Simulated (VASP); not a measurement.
Here is a VASP 6.6.1 calculation.

File INCAR:

```
SYSTEM = LiH
PREC = Accurate ; ENCUT = 600
EDIFF = 1E-6 ; ISMEAR = 0
SIGMA = 0.02 ; LREAL = .FALSE.
LASPH = .TRUE. ; NELM = 60
ALGO = Normal ; ISIF = 3
LWAVE = .FALSE. ; LCHARG = .FALSE.
GGA = PE ; IBRION = 2
NSW = 100 ; EDIFFG = -0.01
```

The input KPOINTS:

```
regular mesh
0
G
  10 10 4
  0 0 0
```

Contents of POSCAR:

```
LiH
1.0
    1.5468486406     -2.9638004912      0.0043820860
    1.5468486406      2.9638004912      0.0043820860
   -1.1267067463      0.0000000000      8.0314534457
Li H
2 2
Direct
    0.5000000000      0.5000000000      0.5000000000
    0.5000000000      0.5000000000      0.0000000000
    0.0000000000      0.5000000000      0.0000000000
    0.5000000000      0.0000000000      0.5000000000
```

Potentials or basis: VASP PAW PBE potentials, release 64 (Li_sv, H).

Command:

```console
$ cat potpaw_PBE.64/Li_sv/POTCAR potpaw_PBE.64/H/POTCAR > POTCAR
$ mpirun -np 1 vasp_std > vasp.out
```

Problem. What does it give for the band gap on the k mesh?

Solution. 1.91 eV (least direct gap 3.32 eV).

Final structure:
```yaml
crystal:
  lattice:
    - [1.54685, -2.96380, 0.00438]
    - [1.54685, 2.96380, 0.00438]
    - [-1.12671, 0.00000, 8.03145]
  atoms:
    - { symbol: Li, position: [0.50000, 0.50000, 0.50000] }
    - { symbol: Li, position: [0.50000, 0.50000, 0.00000] }
    - { symbol: H, position: [0.00000, 0.50000, 0.00000] }
    - { symbol: H, position: [0.50000, 0.00000, 0.50000] }
```

 A k mesh can miss the band edges.
